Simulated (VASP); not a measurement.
# Cu (Fm-3m) in VASP: further runs, part 2 of 2

VASP 6.6.1. Earlier steps stand in the parts before.

## 3. Single point, PBE

Contents of INCAR:

```
  PREC = Accurate
  ENCUT = 600
  EDIFF = 1E-6
  ISMEAR = 1
  SIGMA = 0.05
  LREAL = False
  LASPH = True
  NELM = 120
  ALGO = Normal
  ISIF = 2
  LWAVE = False
  LCHARG = False
  GGA = PE
  NBANDS = 12
  GGA_COMPAT = False
```

Contents of KPOINTS:

```
Automatic mesh
0
Gamma
  13 13 13
```

Contents of POSCAR:

```
Cu
1.0
    0.0000000000      1.8075000000      1.8075000000
    1.8075000000      0.0000000000      1.8075000000
    1.8075000000      1.8075000000      0.0000000000
Cu
1
Direct
    0.0000000000      0.0000000000      0.0000000000
```

Potentials or basis: VASP PAW PBE potentials, release 64 (Cu).

The run is started by

```sh
$ cat potpaw_PBE.64/Cu/POTCAR > POTCAR
$ mpirun -np 1 vasp_std > vasp.out
```

OUTCAR:

```text
PREC = Accurate
   ENCUT = 600
   EDIFF = 1E-6
   ISMEAR = 1
   LREAL = False
   LASPH = True
   NELM = 120
   ISIF = 2
   GGA = PE

 ion  position               nearest neighbor table
   1  0.000  0.000  0.000-

  LATTYP: Found a face centered cubic cell.
 ALAT       =     3.6150000000

  Lattice vectors:

 A1 = (   0.0000000000,   1.8075000000,   1.8075000000)
 A2 = (   1.8075000000,   0.0000000000,   1.8075000000)
 A3 = (   1.8075000000,   1.8075000000,   0.0000000000)

Analysis of symmetry for initial positions (statically):
=====================================================================
 Subroutine PRICEL returns:
 Original cell was already a primitive cell.

 Routine SETGRP: Setting up the symmetry group for a
 face centered cubic supercell.

 Subroutine GETGRP returns: Found 48 space group operations
 (whereof 48 operations were pure point group operations)
 out of a pool of 48 trial point group operations.

The static configuration has the point symmetry O_h .

Analysis of symmetry for dynamics (positions and initial velocities):
=====================================================================
 Subroutine PRICEL returns:
 Original cell was already a primitive cell.

 Routine SETGRP: Setting up the symmetry group for a
 face centered cubic supercell.

 Subroutine GETGRP returns: Found 48 space group operations
 (whereof 48 operations were pure point group operations)
 out of a pool of 48 trial point group operations.

The dynamic configuration has the point symmetry O_h .

 Subroutine INISYM returns: Found 48 space group operations
 (whereof 48 operations are pure point group operations),
 and found     1 'primitive' translations

----------------------------------------------------------------------------------------

                                     Primitive cell

  volume of cell :      11.8104

  direct lattice vectors                    reciprocal lattice vectors
     0.000000000  1.807500000  1.807500000    -0.276625173  0.276625173  0.276625173
     1.807500000  0.000000000  1.807500000     0.276625173 -0.276625173  0.276625173
     1.807500000  1.807500000  0.000000000     0.276625173  0.276625173 -0.276625173

  length of vectors
     2.556191014  2.556191014  2.556191014     0.479128854  0.479128854  0.479128854

  position of ions in fractional coordinates (direct lattice)
     0.000000000  0.000000000  0.000000000

  ion indices of the primitive-cell ions
   primitive index   ion index
                 1           1

----------------------------------------------------------------------------------------

 KPOINTS: Automatic mesh

Automatic generation of k-mesh.
 Grid dimensions read from file:
 generate k-points for:   13   13   13

 Generating k-lattice:

  Cartesian coordinates                     Fractional coordinates (reciprocal lattice)
    -0.021278859  0.021278859  0.021278859     0.076923077  0.000000000  0.000000000
     0.021278859 -0.021278859  0.021278859     0.000000000  0.076923077  0.000000000
     0.021278859  0.021278859 -0.021278859     0.000000000  0.000000000  0.076923077

  Length of vectors
     0.036856066  0.036856066  0.036856066

  Shift w.r.t. Gamma in fractional coordinates (k-lattice)
     0.000000000  0.000000000  0.000000000

 Subroutine IBZKPT returns following result:
 ===========================================

 Found     84 irreducible k-points:

 Following reciprocal coordinates:
            Coordinates               Weight
  0.000000  0.000000  0.000000      1.000000
  0.076923  0.000000  0.000000      8.000000
  0.153846  0.000000  0.000000      8.000000
  0.230769  0.000000  0.000000      8.000000
  0.307692  0.000000  0.000000      8.000000
  0.384615  0.000000  0.000000      8.000000
[... 16 lines left out ...]
  0.384615  0.153846  0.000000     24.000000
  0.461538  0.153846  0.000000     24.000000
 [... further k-points ...]
   k-points           NKPTS =     84   k-points in BZ     NKDIM =     84   number of bands    NBANDS=     12
   number of dos      NEDOS =    301   number of ions     NIONS =      1
   total plane-waves  NPLWV =   8000
   dimension x,y,z NGX =    20 NGY =   20 NGZ =   20
   dimension x,y,z NGXF=    40 NGYF=   40 NGZF=   40
   ions per type =               1
   NGX,Y,Z   is equivalent  to a cutoff of  13.01, 13.01, 13.01 a.u.
   NGXF,Y,Z  is equivalent  to a cutoff of  26.01, 26.01, 26.01 a.u.
 SYSTEM =  unknown system
   PREC   = accura    normal or accurate (medium, high low for compatibility)
   ISTART =      0    job   : 0-new  1-cont  2-samecut
   ICHARG =      2    charge: 1-file 2-atom 10-const
   ISPIN  =      1    spin polarized calculation?
   LNONCOLLINEAR =      F non collinear calculations
   LSORBIT =      F    spin-orbit coupling
   LASPH  =      T    aspherical Exc in radial PAW
   ENCUT  =  600.0 eV  44.10 Ry    6.64 a.u.   5.11  5.11  5.11*2*pi/ulx,y,z
   NELM   =    120;   NELMIN=  2; NELMDL= -5     # of ELM steps
   EDIFF  = 0.1E-05   stopping-criterion for ELM
   LREAL  =      F    real-space projection
   EDIFFG = 0.1E-04   stopping-criterion for IOM
   NSW    =      0    number of steps for IOM
   IBRION =     -1    ionic relax: 0-MD 1-quasi-New 2-CG
   NFREE  =      0    steps in history (QN), initial steepest desc. (CG)
   ISIF   =      2    stress and relaxation
   ISYM   =      2    0-nonsym 1-usesym 2-fastsym
   POTIM  = 0.5000    time-step for ionic-motion
   TEBEG  =    0.0;   TEEND  =   0.0 temperature during run
   PSTRESS=    0.0 pullay stress
   NELECT =      11.0000    total number of electrons
   NUPDOWN=      -1.0000    fix difference up-down
   EMIN   =  10.00;   EMAX   =-10.00  energy-range for DOS
   EFERMI =   0.00;   METHOD = LEGACY
   ISMEAR =     1;   SIGMA  =   0.05  broadening in eV -4-tet -1-fermi 0-gaus
   EFERMI_NEDOS =   21; number of points for ismear=-14 and -15
   IALGO  =     38    algorithm
   IMIX   =      4    mixing-type and parameters
     AMIX     =   0.40;   BMIX     =  1.00
     AMIX_MAG =   1.60;   BMIX_MAG =  1.00
  volume/ion in A,a.u.               =      11.81        79.70
  Fermi-wavevector in a.u.,A,eV,Ry     =   1.598763  3.021224 34.777078  2.556043
  Thomas-Fermi vector in A             =   2.696162
   LORBIT       =      0    0 simple, 1 ext, 2 COOP (PROOUT), +10 PAW based schemes
   GGA     = PE    functional components
   LHFCALC =     F    Hartree Fock is set to
   AEXX    =    0.0000 exact exchange contribution
   IVDW    =     0    specifies the selected vdW correction
   LEPSILON=     F    determine dielectric tensor
   LRPA    =     F    only Hartree local field effects (RPA)
 non-spin polarized calculation
 Methfessel and Paxton  Order N= 1 SIGMA  =   0.05
  energy-cutoff  :      600.00
  volume of cell :       11.81
 maximum number of plane-waves:       411
   NGX = 11   NGY = 11   NGZ = 11

 number of electron      11.0000001 magnetization

 Free energy of the ion-electron system (eV)
  ---------------------------------------------------
  ext. energy  EPLUGINS =         0.00000000
  ---------------------------------------------------
  free energy    TOTEN  =        -3.72693499 eV

  energy without entropy =       -3.72678335  energy(sigma->0) =       -3.72688445

 E-fermi :   7.7928     XC(G=0): -12.7265

 val. band max:        7.7775341628   @ k =   0.4615   0.3077   0.0000
 cond. band min:       7.8069941597   @ k =  -0.3846   0.1538   0.0000
 fundamental gap:      0.0294599969
 Fermi energy:         7.7927722502

 k-point     1 :       0.0000    0.0000    0.0000
  band No.  band energies     occupation
      1      -1.7660      2.00000
      2       4.5523      2.00000
      3       4.5523      2.00000
      4       4.5523      2.00000
      5       5.3736      2.00000
      6       5.3736      2.00000
      7      30.1794      0.00000
      8      32.8235      0.00000
      9      32.8235      0.00000
     10      32.8235      0.00000
     11      35.3138      0.00000
     12      35.3138      0.00000
[... 331 lines left out ...]
 k-point    24 :       0.4615    0.1538    0.0000
  band No.  band energies     occupation
      1       2.7606      2.00000
      2       4.1975      2.00000
      3       4.5637      2.00000
      4       4.8273      2.00000
      5       5.9582      2.00000
      6       7.2496      2.00000
      7      13.6616      0.00000
      8      24.4474      0.00000
      9      25.7801      0.00000
     10      27.9921      0.00000
     11      37.7277      0.00000
     12      37.8347      0.00000

 [... further k-points ...]

------------------------ aborting loop because EDIFF is reached ----------------------------------------

  FORCE on cell =-STRESS in cart. coord.  units (eV):
  Direction    XX          YY          ZZ          XY          YZ          ZX
  --------------------------------------------------------------------------------------
  -------------------------------------------------------------------------------------
  Total        0.1665852      0.1665852      0.1665852     -0.0000000      0.0000000     -0.0000000
  in kB       22.5986250     22.5986250     22.5986250     -0.0000000      0.0000000     -0.0000000
  external PRESSURE =      22.5986250 kB  Pullay stress =       0.0000000 kB

 VOLUME and BASIS-vectors are now :
 -----------------------------------------------------------------------------
  energy-cutoff  :      600.00
  volume of cell :       11.81
      direct lattice vectors                 reciprocal lattice vectors
     0.000000000  1.807500000  1.807500000    -0.276625173  0.276625173  0.276625173
     1.807500000  0.000000000  1.807500000     0.276625173 -0.276625173  0.276625173
     1.807500000  1.807500000  0.000000000     0.276625173  0.276625173 -0.276625173

 POSITION                                       TOTAL-FORCE (eV/Angst)
 -----------------------------------------------------------------------------------
      0.00000      0.00000      0.00000         0.000000      0.000000      0.000000
 -----------------------------------------------------------------------------------
    total drift:                               -0.000000     -0.000000     -0.000000

  FREE ENERGIE OF THE ION-ELECTRON SYSTEM (eV)
  ---------------------------------------------------
  free  energy   TOTEN  =        -3.7269349927 eV

  energy  without entropy=       -3.7267833535  energy(sigma->0) =       -3.72688445
```

OSZICAR:

```text
N       E                     dE             d eps       ncg     rms          rms(c)
DAV:   1     0.431505987056E+02    0.43151E+02   -0.58823E+03  2288   0.171E+03
DAV:   2    -0.324620633808E+01   -0.46397E+02   -0.42857E+02  2076   0.211E+02
DAV:   3    -0.462439280914E+01   -0.13782E+01   -0.13700E+01  2424   0.417E+01
DAV:   4    -0.463286604247E+01   -0.84732E-02   -0.84723E-02  2296   0.288E+00
DAV:   5    -0.463294087347E+01   -0.74831E-04   -0.74831E-04  2428   0.278E-01    0.770E+00
DAV:   6    -0.410776571515E+01    0.52518E+00   -0.14607E+01  2396   0.733E+01    0.392E+00
DAV:   7    -0.373944162371E+01    0.36832E+00   -0.22937E+00  2432   0.290E+01    0.575E-01
DAV:   8    -0.372861794240E+01    0.10824E-01   -0.45299E-03  2352   0.106E+00    0.309E-01
DAV:   9    -0.372693442368E+01    0.16835E-02   -0.10380E-02  2504   0.180E+00    0.290E-02
DAV:  10    -0.372693636810E+01   -0.19444E-05   -0.34692E-05  2960   0.955E-02    0.905E-03
DAV:  11    -0.372693491613E+01    0.14520E-05   -0.14095E-06  1764   0.228E-02    0.220E-04
DAV:  12    -0.372693499268E+01   -0.76552E-07   -0.65481E-08  1228   0.302E-03
   1 F= -.37269350E+01 E0= -.37268844E+01  d E =-.151639E-03
```

stdout:

```text
POSCAR found type information on POSCAR Cu
 POSCAR found :  1 types and       1 ions
 scaLAPACK will be used
 LDA part: xc-table for (Slater+PW92), standard interpolation
 POSCAR, INCAR and KPOINTS ok, starting setup
 FFT: planning ... GRIDC
 FFT: planning ... GRID_SOFT
 FFT: planning ... GRID
 WAVECAR not read
 entering main loop
```

Wall time 8.3 s (1 thread of AMD EPYC 9R45 (Zen 5), shared host); peak memory 0.1 GiB.

What came out:

```
Free energy            : -3.7269 eV
Pressure               : 2.3 GPa
Band gap on the k mesh : zero (an odd number of electrons rules out a gap without spin polarisation)
```
